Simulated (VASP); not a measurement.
# Zn (Fd-3m) in VASP: notebook, part 2 of 3

VASP 6.6.1.

### Step 3. Single point, PBEsol (19.86 Å³/atom)

This run uses another cell than the first one, of 19.86 Å³/atom.

Contents of INCAR:

```
SYSTEM = Zn
  ALGO = Normal
  EDIFF = 1E-6
  ENCUT = 520
  GGA = PS
  ISIF = 2
  ISMEAR = -1
  LASPH = .True.
  LCHARG = .False.
  LREAL = .False.
  LWAVE = .False.
  NBANDS = 19
  NELM = 100
  PREC = Accurate
  SIGMA = 0.05
```

Contents of KPOINTS:

```
k-points
0
Gamma
  13 13 13
  0 0 0
```

Contents of POSCAR:

```
Zn
1.0
    0.0000000000      2.7082145640      2.7082145640
    2.7082145640      0.0000000000      2.7082145640
    2.7082145640      2.7082145640      0.0000000000
Zn
2
Direct
   -0.1250000000     -0.1250000000     -0.1250000000
    0.1250000000      0.1250000000      0.1250000000
```

Potentials or basis: VASP PAW PBE potentials, release 64 (Zn).

Started as:

```bash
cat potpaw_PBE.64/Zn/POTCAR > POTCAR
mpirun -np 1 vasp_std > vasp.out
```

OUTCAR:

```text
SYSTEM = Zn
   EDIFF = 1E-6
   ENCUT = 520
   GGA = PS
   ISIF = 2
   ISMEAR = -1
   LASPH = .True.
   LREAL = .False.
   NELM = 100
   PREC = Accurate

 ion  position               nearest neighbor table
   1  0.875  0.875  0.875-   2 2.35   2 2.35   2 2.35   2 2.35
   2  0.125  0.125  0.125-   1 2.35   1 2.35   1 2.35   1 2.35

  LATTYP: Found a face centered cubic cell.
 ALAT       =     5.4164291280

  Lattice vectors:

 A1 = (   0.0000000000,   2.7082145640,   2.7082145640)
 A2 = (   2.7082145640,   0.0000000000,   2.7082145640)
 A3 = (   2.7082145640,   2.7082145640,   0.0000000000)

Analysis of symmetry for initial positions (statically):
=====================================================================
 Subroutine PRICEL returns:
 Original cell was already a primitive cell.

 Routine SETGRP: Setting up the symmetry group for a
 face centered cubic supercell.

 Subroutine GETGRP returns: Found 48 space group operations
 (whereof 12 operations were pure point group operations)
 out of a pool of 48 trial point group operations.

[... 159 lines left out ...]
  free energy    TOTEN  =        -1.85501154 eV

  energy without entropy =       -1.85010171  energy(sigma->0) =       -1.85255663

 E-fermi :   1.0347     XC(G=0): -10.1226

 val. band max:        0.9604977080   @ k =  -0.4615   0.3846   0.0000
 cond. band min:       1.0716752416   @ k =  -0.3846   0.4615   0.1538
 fundamental gap:      0.1111775336
 Fermi energy:         1.0346715147

 k-point     1 :       0.0000    0.0000    0.0000
  band No.  band energies     occupation
      1      -7.6014      2.00000
      2      -6.9164      2.00000
      3      -6.9164      2.00000
      4      -6.9164      2.00000
      5      -6.8652      2.00000
      6      -6.8652      2.00000
[... 505 lines left out ...]
      6      -6.6092      2.00000
[... 11 lines left out ...]
     18      12.1468      0.00000
     19      13.7772      0.00000

 [... further k-points ...]

------------------------ aborting loop because EDIFF is reached ----------------------------------------

  FORCE on cell =-STRESS in cart. coord.  units (eV):
  Direction    XX          YY          ZZ          XY          YZ          ZX
  --------------------------------------------------------------------------------------
  -------------------------------------------------------------------------------------
  Total        1.7094146      1.7094146      1.7094146      0.0000000      0.0000000     -0.0000000
  in kB       68.9411938     68.9411938     68.9411938      0.0000000      0.0000000     -0.0000000
  external PRESSURE =      68.9411938 kB  Pullay stress =       0.0000000 kB

 VOLUME and BASIS-vectors are now :
 -----------------------------------------------------------------------------
  energy-cutoff  :      520.00
  volume of cell :       39.73
      direct lattice vectors                 reciprocal lattice vectors
     0.000000000  2.708214564  2.708214564    -0.184623481  0.184623481  0.184623481
     2.708214564  0.000000000  2.708214564     0.184623481 -0.184623481  0.184623481
     2.708214564  2.708214564  0.000000000     0.184623481  0.184623481 -0.184623481

 POSITION                                       TOTAL-FORCE (eV/Angst)
 -----------------------------------------------------------------------------------
      4.73938      4.73938      4.73938        -0.000000     -0.000000     -0.000000
      0.67705      0.67705      0.67705         0.000000      0.000000      0.000000
 -----------------------------------------------------------------------------------
    total drift:                                0.000000      0.000000     -0.000000

  FREE ENERGIE OF THE ION-ELECTRON SYSTEM (eV)
  ---------------------------------------------------
  free  energy   TOTEN  =        -1.8550115447 eV

  energy  without entropy=       -1.8501017146  energy(sigma->0) =       -1.85255663
```

OSZICAR:

```text
N       E                     dE             d eps       ncg     rms          rms(c)
DAV:   1     0.117440294146E+03    0.11744E+03   -0.12276E+04  3224   0.182E+03
DAV:   2     0.404157584811E+01   -0.11340E+03   -0.11044E+03  3212   0.294E+02
DAV:   3    -0.204126134232E+01   -0.60828E+01   -0.60606E+01  3546   0.747E+01
DAV:   4    -0.208897127572E+01   -0.47710E-01   -0.47699E-01  3490   0.706E+00
DAV:   5    -0.208904782103E+01   -0.76545E-04   -0.76545E-04  3488   0.256E-01    0.373E+00
DAV:   6    -0.187011094374E+01    0.21894E+00   -0.93221E-01  3728   0.193E+01    0.249E+00
DAV:   7    -0.185990895543E+01    0.10202E-01   -0.37094E-02  3555   0.310E+00    0.126E+00
DAV:   8    -0.185503493622E+01    0.48740E-02   -0.25850E-03  3641   0.516E-01    0.685E-02
DAV:   9    -0.185500963256E+01    0.25304E-04   -0.21256E-04  4268   0.167E-01    0.479E-02
DAV:  10    -0.185501192952E+01   -0.22970E-05   -0.39172E-05  3383   0.541E-02    0.546E-03
DAV:  11    -0.185501154472E+01    0.38480E-06   -0.27441E-07  2079   0.809E-03
   1 F= -.18550115E+01 E0= -.18525566E+01  d E =-.490983E-02
```

Wall time 18 s (1 thread of Intel Xeon 6975P-C (Granite Rapids), shared host); peak memory 0.18 GiB.

Results:

```yaml
Free_energy: -1.8550 eV
Pressure: 6.9 GPa
Band_gap_on_the_k_mesh: zero (bands 12 and 13 overlap by 7.29 eV)
```

Caveat: the cell stands under pressure; the PAW data sets were made with another functional, which shifts forces and pressure a little.

### Step 4. Single point, PBEsol

This run uses another cell than the first one, of 22.57 Å³/atom.

Contents of INCAR:

```
SYSTEM = Zn
PREC     = Accurate       ! precision mode
ENCUT    = 520            ! plane-wave cutoff, eV
EDIFF    = 1E-7           ! SCF threshold, eV
ISMEAR   = -1             ! smearing method
SIGMA    = 0.05           ! smearing width, eV
LREAL    = .FALSE.        ! projectors in reciprocal space
LASPH    = .TRUE.         ! aspherical terms in the spheres
NELM     = 100            ! most SCF steps
ALGO     = Normal         ! electronic algorithm
ISIF     = 2              ! what is computed and relaxed
LWAVE    = .FALSE.        ! write WAVECAR
LCHARG   = .FALSE.        ! write CHGCAR
GGA      = PS             ! functional
NBANDS   = 19             ! bands
```

Contents of KPOINTS:

```
Automatic mesh
0
G
  13 13 13
  0 0 0
```

Contents of POSCAR:

```
Zn
1.0
    0.0000000000      2.8261085908      2.8261085908
    2.8261085908      0.0000000000      2.8261085908
    2.8261085908      2.8261085908      0.0000000000
Zn
2
Direct
   -0.1250000000     -0.1250000000     -0.1250000000
    0.1250000000      0.1250000000      0.1250000000
```

Potentials or basis: VASP PAW PBE potentials, release 64 (Zn).

Started as:

```bash
cat potpaw_PBE.64/Zn/POTCAR > POTCAR
mpirun -np 1 vasp_std > vasp.out
```

OUTCAR:

```text
SYSTEM = Zn
   PREC = Accurate
   ENCUT = 520
   EDIFF = 1E-7
   ISMEAR = -1
   LREAL = .FALSE.
   LASPH = .TRUE.
   NELM = 100
   ISIF = 2
   GGA = PS

 ion  position               nearest neighbor table
   1  0.875  0.875  0.875-   2 2.45   2 2.45   2 2.45   2 2.45
   2  0.125  0.125  0.125-   1 2.45   1 2.45   1 2.45   1 2.45

  LATTYP: Found a face centered cubic cell.
 ALAT       =     5.6522171816

  Lattice vectors:

 A1 = (   0.0000000000,   2.8261085908,   2.8261085908)
 A2 = (   2.8261085908,   0.0000000000,   2.8261085908)
 A3 = (   2.8261085908,   2.8261085908,   0.0000000000)

Analysis of symmetry for initial positions (statically):
=====================================================================
 Subroutine PRICEL returns:
 Original cell was already a primitive cell.

 Routine SETGRP: Setting up the symmetry group for a
 face centered cubic supercell.

 Subroutine GETGRP returns: Found 48 space group operations
 (whereof 12 operations were pure point group operations)
[... 161 lines left out ...]
  ---------------------------------------------------
  free energy    TOTEN  =        -1.96148966 eV

  energy without entropy =       -1.95522800  energy(sigma->0) =       -1.95835883

 E-fermi :   0.4822     XC(G=0):  -9.5281

 val. band max:        0.4324552533   @ k =   0.3077   0.0769   0.0000
 cond. band min:       0.4992171259   @ k =  -0.3846   0.4615   0.0769
 fundamental gap:      0.0667618726
 Fermi energy:         0.4822184121

 k-point     1 :       0.0000    0.0000    0.0000
  band No.  band energies     occupation
      1      -7.5082      2.00000
      2      -7.2008      2.00000
      3      -7.2008      2.00000
      4      -7.2008      2.00000
      5      -7.1532      2.00000
      6      -7.1532      2.00000
[... 505 lines left out ...]
      6      -6.9121      2.00000
[... 11 lines left out ...]
     18      10.6613      0.00000
     19      12.3793      0.00000

 [... further k-points ...]

------------------------ aborting loop because EDIFF is reached ----------------------------------------

  FORCE on cell =-STRESS in cart. coord.  units (eV):
  Direction    XX          YY          ZZ          XY          YZ          ZX
  --------------------------------------------------------------------------------------
  -------------------------------------------------------------------------------------
  Total        0.0718219      0.0718219      0.0718219     -0.0000000      0.0000000     -0.0000000
  in kB        2.5490079      2.5490079      2.5490079     -0.0000000      0.0000000     -0.0000000
  external PRESSURE =       2.5490079 kB  Pullay stress =       0.0000000 kB

 VOLUME and BASIS-vectors are now :
 -----------------------------------------------------------------------------
  energy-cutoff  :      520.00
  volume of cell :       45.14
      direct lattice vectors                 reciprocal lattice vectors
     0.000000000  2.826108591  2.826108591    -0.176921723  0.176921723  0.176921723
     2.826108591  0.000000000  2.826108591     0.176921723 -0.176921723  0.176921723
     2.826108591  2.826108591  0.000000000     0.176921723  0.176921723 -0.176921723

 POSITION                                       TOTAL-FORCE (eV/Angst)
 -----------------------------------------------------------------------------------
      4.94569      4.94569      4.94569        -0.000000     -0.000000     -0.000000
      0.70653      0.70653      0.70653         0.000000      0.000000      0.000000
 -----------------------------------------------------------------------------------
    total drift:                               -0.000000      0.000000      0.000000

  FREE ENERGIE OF THE ION-ELECTRON SYSTEM (eV)
  ---------------------------------------------------
  free  energy   TOTEN  =        -1.9614896576 eV

  energy  without entropy=       -1.9552279952  energy(sigma->0) =       -1.95835883
```

It took 30 s on 1 thread of Intel Xeon 6975P-C (Granite Rapids), shared host; peak memory 0.2 GiB.

Results:

- Free energy: -1.9615 eV
- Pressure: 0.3 GPa
- Band gap on the k mesh: zero (bands 12 and 13 overlap by 6.40 eV)

Levels at points of the mesh, in eV from the Fermi level:
| k point | band 8 | band 9 | band 10 | band 11 | band 12 | band 13 | band 14 | band 15 | band 16 | band 17 |
| --- | --- | --- | --- | --- | --- | --- | --- | --- | --- | --- |
| (0.00, 0.00, 0.00) | -7.00 | -7.00 | -6.75 | -6.75 | 5.58 | 5.58 | 5.58 | 7.03 | 7.03 | 7.03 |

Caveat: the PAW data sets were made with another functional, which shifts forces and pressure a little.

(Continued in part 3 of 3.)
